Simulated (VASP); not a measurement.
# ZnS (P6_3mc) in VASP: further runs

ZnS is run at these levels: PBEsol; tasks: single point, relaxation of cell and atoms.

Program: VASP 6.6.1. These are calculated values, not measurements. Logs are shortened: lines on timing, memory, paths and dates and some standing lists are left out, and cuts for length are marked.

## Step 1: The cell of the first run

Symmetry: P6_3mc, No. 186, hexagonal system. Conventional cell: a = 3.781 Å, b = 3.781 Å, c = 6.207 Å, α = 90.00°, β = 90.00°, γ = 120.00°. Zn (site symmetry 3m) has 4 S at 2.32 Å within 3.1 Å. Within 3.1 Å of S (site symmetry 3m) lie 4 Zn at 2.32 Å.

## Step 2: Single point, PBEsol

Input file INCAR:

```
SYSTEM = ZnS
PREC = Accurate
ENCUT = 520
EDIFF = 1E-6
ISMEAR = 0
SIGMA = 0.02
LREAL = .FALSE.
LASPH = .TRUE.
NELM = 100
ALGO = Normal
ISIF = 2
LWAVE = .FALSE.
LCHARG = .TRUE.
GGA = PS
LELF = .TRUE.
LVHAR = .TRUE.
NBANDS = 26
```

Input file KPOINTS:

```
regular mesh
0
G
  9 9 6
  0 0 0
```

Input file POSCAR:

```
ZnS
1.0
    3.7813979448      0.0000000028      0.0000000000
   -1.8906989749      3.2747866806      0.0000000000
    0.0000000000      0.0000000000      6.2074428173
Zn S
2 2
Direct
    0.3333333333      0.6666666667      0.5024422975
    0.6666666667      0.3333333333      0.0024422975
    0.6666666667      0.3333333333      0.3765677025
    0.3333333333      0.6666666667      0.8765677025
```

Potentials or basis: VASP PAW PBE potentials, release 64 (Zn, S).

The run is started by

```bash
$ cat potpaw_PBE.64/Zn/POTCAR potpaw_PBE.64/S/POTCAR > POTCAR
$ mpirun -np 1 vasp_std > vasp.out
```

OUTCAR:

```text
SYSTEM = ZnS
   PREC = Accurate
   ENCUT = 520
   EDIFF = 1E-6
   ISMEAR = 0
   LREAL = .FALSE.
   LASPH = .TRUE.
   NELM = 100
   ISIF = 2
   GGA = PS

 ion  position               nearest neighbor table
   1  0.333  0.667  0.502-   3 2.32   3 2.32   3 2.32   4 2.32
   2  0.667  0.333  0.002-   4 2.32   4 2.32   4 2.32   3 2.32
   3  0.667  0.333  0.377-   1 2.32   1 2.32   1 2.32   2 2.32
   4  0.333  0.667  0.877-   2 2.32   2 2.32   2 2.32   1 2.32

  LATTYP: Found a hexagonal cell.
 ALAT       =     3.7813979448
 C/A-ratio  =     1.6415735418

  Lattice vectors:

 A1 = (   3.7813979448,   0.0000000028,   0.0000000000)
 A2 = (  -1.8906989749,   3.2747866806,   0.0000000000)
 A3 = (   0.0000000000,   0.0000000000,   6.2074428173)

Analysis of symmetry for initial positions (statically):
=====================================================================
 Subroutine PRICEL returns:
 Original cell was already a primitive cell.

 Routine SETGRP: Setting up the symmetry group for a
 hexagonal supercell.

 Subroutine GETGRP returns: Found 12 space group operations
 (whereof  6 operations were pure point group operations)
 out of a pool of 24 trial point group operations.

The static configuration has the point symmetry C_3v.
 The point group associated with its full space group is C_6v.

Analysis of symmetry for dynamics (positions and initial velocities):
=====================================================================
 Subroutine PRICEL returns:
 Original cell was already a primitive cell.

 Routine SETGRP: Setting up the symmetry group for a
 hexagonal supercell.

 Subroutine GETGRP returns: Found 12 space group operations
 (whereof  6 operations were pure point group operations)
 out of a pool of 24 trial point group operations.

The dynamic configuration has the point symmetry C_3v.
 The point group associated with its full space group is C_6v.

 Subroutine INISYM returns: Found 12 space group operations
 (whereof  6 operations are pure point group operations),
 and found     1 'primitive' translations

----------------------------------------------------------------------------------------

                                     Primitive cell

  volume of cell :      76.8685
[... 88 lines left out ...]
   LNONCOLLINEAR =      F non collinear calculations
   LSORBIT =      F    spin-orbit coupling
   LASPH  =      T    aspherical Exc in radial PAW
   ENCUT  =  520.0 eV  38.22 Ry    6.18 a.u.   7.03  7.03 11.54*2*pi/ulx,y,z
   NELM   =    100;   NELMIN=  2; NELMDL= -5     # of ELM steps
   EDIFF  = 0.1E-05   stopping-criterion for ELM
   LREAL  =      F    real-space projection
   EDIFFG = 0.1E-04   stopping-criterion for IOM
   NSW    =      0    number of steps for IOM
   IBRION =     -1    ionic relax: 0-MD 1-quasi-New 2-CG
   NFREE  =      0    steps in history (QN), initial steepest desc. (CG)
   ISIF   =      2    stress and relaxation
   ISYM   =      2    0-nonsym 1-usesym 2-fastsym
   POTIM  = 0.5000    time-step for ionic-motion
   TEBEG  =    0.0;   TEEND  =   0.0 temperature during run
   PSTRESS=    0.0 pullay stress
   NELECT =      36.0000    total number of electrons
   NUPDOWN=      -1.0000    fix difference up-down
   EMIN   =  10.00;   EMAX   =-10.00  energy-range for DOS
   EFERMI =   0.00;   METHOD = LEGACY
   ISMEAR =     0;   SIGMA  =   0.02  broadening in eV -4-tet -1-fermi 0-gaus
   EFERMI_NEDOS =   21; number of points for ismear=-14 and -15
   IALGO  =     38    algorithm
   IMIX   =      4    mixing-type and parameters
     AMIX     =   0.40;   BMIX     =  1.00
     AMIX_MAG =   1.60;   BMIX_MAG =  1.00
  volume/ion in A,a.u.               =      19.22       129.68
  Fermi-wavevector in a.u.,A,eV,Ry     =   1.271334  2.402473 21.990958  1.616290
  Thomas-Fermi vector in A             =   2.404273
   LORBIT       =      0    0 simple, 1 ext, 2 COOP (PROOUT), +10 PAW based schemes
   GGA     = PS    functional components
   LHFCALC =     F    Hartree Fock is set to
   AEXX    =    0.0000 exact exchange contribution
   IVDW    =     0    specifies the selected vdW correction
   LEPSILON=     F    determine dielectric tensor
   LRPA    =     F    only Hartree local field effects (RPA)
 non-spin polarized calculation
 Gauss-broadening in eV      SIGMA  =   0.02
  energy-cutoff  :      520.00
  volume of cell :       76.87
 maximum number of plane-waves:      2087
   NGX = 15   NGY = 15   NGZ = 23

 number of electron      35.9999984 magnetization

 Free energy of the ion-electron system (eV)
  ---------------------------------------------------
  ext. energy  EPLUGINS =         0.00000000
  ---------------------------------------------------
  free energy    TOTEN  =       -15.16725286 eV

  energy without entropy =      -15.16725286  energy(sigma->0) =      -15.16725286

 E-fermi :   2.3910     XC(G=0):  -9.9667

 val. band max:        2.2821625924   @ k =   0.0000   0.0000   0.0000
 cond. band min:       4.4445590795   @ k =   0.0000   0.0000   0.0000
 fundamental gap:      2.1623964871
 Fermi energy:         2.3909680161

 k-point     1 :       0.0000    0.0000    0.0000
  band No.  band energies     occupation
      1     -11.0888      2.00000
      2     -10.0915      2.00000
      3      -4.2091      2.00000
      4      -4.1923      2.00000
      5      -4.1923      2.00000
      6      -4.1065      2.00000
[... 685 lines left out ...]
     25      12.3160      0.00000
     26      12.3612      0.00000

 [... further k-points ...]

------------------------ aborting loop because EDIFF is reached ----------------------------------------

  FORCE on cell =-STRESS in cart. coord.  units (eV):
  Direction    XX          YY          ZZ          XY          YZ          ZX
  --------------------------------------------------------------------------------------
  -------------------------------------------------------------------------------------
  Total        0.1305413      0.1305413      0.1303712     -0.0000000      0.0000000     -0.0000000
  in kB        2.7208853      2.7208853      2.7173400     -0.0000000      0.0000000     -0.0000000
  external PRESSURE =       2.7197036 kB  Pullay stress =       0.0000000 kB

 VOLUME and BASIS-vectors are now :
 -----------------------------------------------------------------------------
  energy-cutoff  :      520.00
  volume of cell :       76.87
      direct lattice vectors                 reciprocal lattice vectors
     3.781397945  0.000000003  0.000000000     0.264452463  0.152681701  0.000000000
    -1.890698975  3.274786681  0.000000000    -0.000000000  0.305363401  0.000000000
     0.000000000  0.000000000  6.207442817     0.000000000  0.000000000  0.161096933

 POSITION                                       TOTAL-FORCE (eV/Angst)
 -----------------------------------------------------------------------------------
     -0.00000      2.18319      3.11888         0.000000     -0.000000      0.000527
      1.89070      1.09160      0.01516        -0.000000      0.000000      0.000527
      1.89070      1.09160      2.33752         0.000000     -0.000000     -0.000527
     -0.00000      2.18319      5.44124        -0.000000     -0.000000     -0.000527
 -----------------------------------------------------------------------------------
    total drift:                               -0.000001     -0.000002      0.002859

  FREE ENERGIE OF THE ION-ELECTRON SYSTEM (eV)
  ---------------------------------------------------
  free  energy   TOTEN  =       -15.1672528592 eV

  energy  without entropy=      -15.1672528592  energy(sigma->0) =      -15.16725286
```

OSZICAR:

```text
N       E                     dE             d eps       ncg     rms          rms(c)
DAV:   1     0.244136011641E+03    0.24414E+03   -0.17051E+04  2496   0.168E+03
DAV:   2     0.846783517395E+01   -0.23567E+03   -0.22542E+03  2560   0.352E+02
DAV:   3    -0.153727050826E+02   -0.23841E+02   -0.23585E+02  2962   0.111E+02
DAV:   4    -0.159753601753E+02   -0.60266E+00   -0.60126E+00  2946   0.177E+01
DAV:   5    -0.159841252611E+02   -0.87651E-02   -0.87623E-02  2978   0.213E+00    0.994E+00
DAV:   6    -0.151792004701E+02    0.80492E+00   -0.17757E+00  3340   0.406E+01    0.760E+00
DAV:   7    -0.151772613924E+02    0.19391E-02   -0.12269E+00  2636   0.683E+00    0.330E+00
DAV:   8    -0.151675601455E+02    0.97012E-02   -0.30000E-02  3248   0.171E+00    0.863E-01
DAV:   9    -0.151670523958E+02    0.50775E-03   -0.99056E-03  3392   0.146E+00    0.219E-01
DAV:  10    -0.151671367727E+02   -0.84377E-04   -0.51259E-04  3000   0.308E-01    0.114E-01
DAV:  11    -0.151672538110E+02   -0.11704E-03   -0.17953E-04  2606   0.948E-02    0.407E-02
DAV:  12    -0.151672528592E+02    0.95173E-06   -0.92009E-06  3164   0.647E-02
   1 F= -.15167253E+02 E0= -.15167253E+02  d E =-.650322E-17
```

It took 2.3 min on 1 thread of Intel Xeon 8259CL, shared host; peak memory 0.23 GiB.

What came out:

| Property | Result |
| --- | --- |
| Free energy | -15.1673 eV |
| Pressure | 0.3 GPa |
| Band gap on the k mesh | 2.16 eV |

Caveat: the PAW data sets were made with another functional, which shifts forces and pressure a little.

## Step 3: Relaxation of cell and atoms, PBEsol

This run uses another cell than the first one, of 19.60 Å³/atom.

Input file INCAR:

```
SYSTEM = ZnS
PREC = Accurate
ENCUT = 600
EDIFF = 1E-6
ISMEAR = 0
SIGMA = 0.02
LREAL = .FALSE.
LASPH = .TRUE.
NELM = 80
ALGO = Normal
ISIF = 3
LWAVE = .FALSE.
LCHARG = .FALSE.
GGA = PS
IBRION = 2
NSW = 100
EDIFFG = -0.005
```

Input file KPOINTS:

```
Automatic mesh
0
G
  9 9 6
  0 0 0
```

Input file POSCAR:

```
ZnS
1.0
    3.8375309900      0.0000000000      0.0000000000
   -1.9187655000      3.3233993300      0.0000000000
    0.0000000000      0.0000000000      6.1480997300
Zn S
2 2
Direct
    0.3333333300      0.6666666700      0.5000000000
    0.6666666700      0.3333333300      0.0000000000
    0.6666666700      0.3333333300      0.3790100000
    0.3333333300      0.6666666700      0.8790100000
```

Potentials or basis: VASP PAW PBE potentials, release 64 (Zn, S).

The run is started by

```bash
$ cat potpaw_PBE.64/Zn/POTCAR potpaw_PBE.64/S/POTCAR > POTCAR
$ mpirun -np 1 vasp_std > vasp.out
```

OUTCAR:

```text
SYSTEM = ZnS
   PREC = Accurate
   ENCUT = 600
   EDIFF = 1E-6
   ISMEAR = 0
   LREAL = .FALSE.
   LASPH = .TRUE.
   NELM = 80
   ISIF = 3
   GGA = PS
   IBRION = 2
   NSW = 100
   EDIFFG = -0.005

 ion  position               nearest neighbor table
   1  0.333  0.667  0.500-   4 2.33   3 2.34   3 2.34   3 2.34
   2  0.667  0.333  0.000-   3 2.33   4 2.34   4 2.34   4 2.34
   3  0.667  0.333  0.379-   2 2.33   1 2.34   1 2.34   1 2.34
   4  0.333  0.667  0.879-   1 2.33   2 2.34   2 2.34   2 2.34

  LATTYP: Found a hexagonal cell.
 ALAT       =     3.8375309900
 C/A-ratio  =     1.6020977410

  Lattice vectors:

 A1 = (   3.8375309900,   0.0000000000,   0.0000000000)
 A2 = (  -1.9187655000,   3.3233993300,   0.0000000000)
 A3 = (   0.0000000000,   0.0000000000,   6.1480997300)

Analysis of symmetry for initial positions (statically):
=====================================================================
 Subroutine PRICEL returns:
 Original cell was already a primitive cell.

 Routine SETGRP: Setting up the symmetry group for a
 hexagonal supercell.
[... 178 lines left out ...]

  FORCE on cell =-STRESS in cart. coord.  units (eV):
  Direction    XX          YY          ZZ          XY          YZ          ZX
  --------------------------------------------------------------------------------------
  -------------------------------------------------------------------------------------
  Total       -0.9603520     -0.9603520      0.1238405      0.0000000      0.0000000      0.0000000
  in kB      -19.6230128    -19.6230129      2.5304518      0.0000000      0.0000000      0.0000000
  external PRESSURE =     -12.2385246 kB  Pullay stress =       0.0000000 kB
[... 253 lines left out ...]
--------------------------------------- Ionic step        8  -------------------------------------------

 number of electron      36.0000006 magnetization

 Free energy of the ion-electron system (eV)
  ---------------------------------------------------
  ext. energy  EPLUGINS =         0.00000000
  ---------------------------------------------------
  free energy    TOTEN  =       -15.16802886 eV

  energy without entropy =      -15.16802886  energy(sigma->0) =      -15.16802886

 E-fermi :   2.3888     XC(G=0):  -9.9530

 val. band max:        2.2548674078   @ k =   0.0000   0.0000   0.0000
 cond. band min:       4.4077053030   @ k =   0.0000   0.0000   0.0000
 fundamental gap:      2.1528378952
 Fermi energy:         2.3888433454

 k-point     1 :       0.0000    0.0000    0.0000
  band No.  band energies     occupation
      1     -11.0947      2.00000
      2     -10.1017      2.00000
      3      -4.2227      2.00000
      4      -4.2072      2.00000
      5      -4.2072      2.00000
      6      -4.1221      2.00000
[... 589 lines left out ...]
     21       7.8159      0.00000
     22       9.8465      0.00000

 [... further k-points ...]

------------------------ aborting loop because EDIFF is reached ----------------------------------------

  FORCE on cell =-STRESS in cart. coord.  units (eV):
  Direction    XX          YY          ZZ          XY          YZ          ZX
  --------------------------------------------------------------------------------------
  -------------------------------------------------------------------------------------
  Total       -0.0025574     -0.0025574      0.0107516      0.0000000      0.0000000      0.0000000
  in kB       -0.0531587     -0.0531587      0.2234887      0.0000000      0.0000000      0.0000000
  external PRESSURE =       0.0390571 kB  Pullay stress =       0.0000000 kB
[... 19 lines left out ...]
  FREE ENERGIE OF THE ION-ELECTRON SYSTEM (eV)
  ---------------------------------------------------
  free  energy   TOTEN  =       -15.1680288643 eV

  energy  without entropy=      -15.1680288643  energy(sigma->0) =      -15.16802886

 reached required accuracy - stopping structural energy minimisation
```

CONTCAR:

```text
ZnS
   1.00000000000000
     3.7855503373815371    0.0000000000782769    0.0000000000000000
    -1.8927751735552520    3.2783827640907739    0.0000000000000000
     0.0000000000000000    0.0000000000000000    6.2106841063457532
  Zn              S
     2     2
Direct
     0.3333333300000021    0.6666666699999979    0.5023517193649371
     0.6666666699999979    0.3333333300000021    0.0023517193649370
     0.6666666699999979    0.3333333300000021    0.3766582806350640
     0.3333333300000021    0.6666666699999979    0.8766582806350639

  0.00000000E+00  0.00000000E+00  0.00000000E+00
  0.00000000E+00  0.00000000E+00  0.00000000E+00
  0.00000000E+00  0.00000000E+00  0.00000000E+00
  0.00000000E+00  0.00000000E+00  0.00000000E+00
```

It took 11 min on 1 thread of Intel Xeon 8259CL, shared host; peak memory 0.28 GiB.

Results:

```yaml
Free_energy: -15.1680 eV
Relaxed_volume: 19.27 Å³/atom
Relaxed_cell: a = 3.786 Å, b = 3.786 Å, c = 6.211 Å, α = 90.00°, β = 90.00°, γ = 120.00°
Space_group_after_relaxing_to_0.1_Å: P6_3mc (No. 186)
Energy_gained_by_relaxing: 3.6 meV/atom
Ionic_steps: 8
Pressure_after_relaxing: 0.0 GPa
Band_gap_on_the_k_mesh: 2.15 eV
```

Step by step:
| step | energy change (eV) | largest force (eV/Å) | pressure (GPa) | volume (Å³) |
| --- | --- | --- | --- | --- |
| 1 | 0.0000 | 0.0110 | -1.22 | 78.41 |
| 2 | -0.0103 | 0.0944 | 0.44 | 76.72 |
| 3 | -0.0104 | 0.0859 | 0.20 | 76.88 |
| 4 | -0.0104 | 0.0875 | 0.32 | 76.85 |
| 5 | -0.0125 | 0.0747 | 0.10 | 77.00 |
| 6 | -0.0137 | 0.0551 | -0.13 | 77.20 |
| 7 | -0.0142 | 0.0120 | 0.02 | 77.05 |
| 8 | -0.0142 | 0.0018 | 0.00 | 77.08 |

Final structure:
```cif
data_structure
_symmetry_space_group_name_H-M 'P 1'
_symmetry_Int_Tables_number 1
_cell_length_a 3.7856
_cell_length_b 3.7856
_cell_length_c 6.2107
_cell_angle_alpha 90.000
_cell_angle_beta 90.000
_cell_angle_gamma 120.000
_cell_volume 77.08
loop_
_atom_site_label
_atom_site_type_symbol
_atom_site_fract_x
_atom_site_fract_y
_atom_site_fract_z
_atom_site_occupancy
Zn1 Zn 0.33333 0.66667 0.50235 1
Zn2 Zn 0.66667 0.33333 0.00235 1
S1 S 0.66667 0.33333 0.37666 1
S2 S 0.33333 0.66667 0.87666 1
```

Caveat: the PAW data sets were made with another functional, which shifts forces and pressure a little.
